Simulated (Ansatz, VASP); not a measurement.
**MgO in VASP and in Ansatz**

File POSCAR:

```
MgO
1.0
    0.0000000000      2.2820056617      2.2820056617
    2.2820056617      0.0000000000      2.2820056617
    2.2820056617      2.2820056617      0.0000000000
Mg O
1 1
Direct
    0.0000000000      0.0000000000      0.0000000000
    0.2500000000      0.2500000000      0.2500000000
```

File INCAR.step1:

```
PREC = Accurate ; ENCUT = 520
EDIFF = 1E-5 ; ISMEAR = 0
SIGMA = 0.01 ; LREAL = False
LASPH = True ; NELM = 80
ALGO = Normal ; ISIF = 2
LWAVE = True ; LCHARG = False
NBANDS = 11 ; GGA = PE
```

File INCAR.step2:

```
PREC = Accurate ; ENCUT = 520
EDIFF = 1E-6 ; ISMEAR = 0
SIGMA = 0.01 ; LREAL = False
LASPH = True ; NELM = 80
ALGO = Normal ; ISIF = 2
LWAVE = False ; LCHARG = False
GGA = PE ; LHFCALC = True
AEXX = 1.0 ; ALDAC = 0.0
AGGAC = 0.0 ; PRECFOCK = Normal
NBANDS = 11 ; ISTART = 1
```

Contents of KPOINTS:

```
regular mesh
0
Gamma
  6 6 6
```

Input for Ansatz:

```yaml
crystal:
  lattice:
    - [0.0, 2.2820056617, 2.2820056617]
    - [2.2820056617, 0.0, 2.2820056617]
    - [2.2820056617, 2.2820056617, 0.0]
  atoms:
    - { symbol: Mg, position: [0.0, 0.0, 0.0] }
    - { symbol: O, position: [0.25, 0.25, 0.25] }
kpoints:
  mp_grid: { grid: [6, 6, 6] }
  band_path:
    path:
      - [0.0, 0.0, 0.0]
      - [-0.5, -0.5, 0.0]
      - [-0.375, -0.375, 0.25]
      - [-0.375, 0.0, 0.375]
      - [0.0, 0.0, 0.5]
      - [-0.5, -0.25, 0.25]
    npoints: 1
hamiltonian:
  xc: hf
scf:
  occupations: { method: fixed }
  n_extra_bands: 4
output:
  forces: true
  stress: true
  eigenvalues: true
```

Alike in both runs: task single point; functional HF; k mesh 6 × 6 × 6; no spin polarisation.

|  | VASP | Ansatz |
| --- | --- | --- |
| version | VASP 6.6.1 | Ansatz 0.2.0 |
| potentials or method | VASP PAW PBE potentials, release 64 (Mg, O) | plane waves, PAW |
| plane-wave cutoff (eV) | 520 | 420 |
| occupations | gaussian, width 0.01 eV | fixed |
| valence electrons in the cell | 8 | 16 |

Ansatz gave:

| Item | Value |
| --- | --- |
| gap on the k mesh at the Fermi level (eV) | 13.76 |
| pressure (GPa) | -1.5 |

Problem. What did VASP give for the same quantities?

Solution. gap on the k mesh at the Fermi level (eV): 13.72; pressure (GPa): -0.8.

VASP's potentials were made for PBE, not for HF. VASP's potentials hold 8 valence electrons a cell and Ansatz's 16, so a difference there can come from the potentials and not from the codes. Ansatz's warnings: stress exchange threshold loose, stress scf threshold loose.
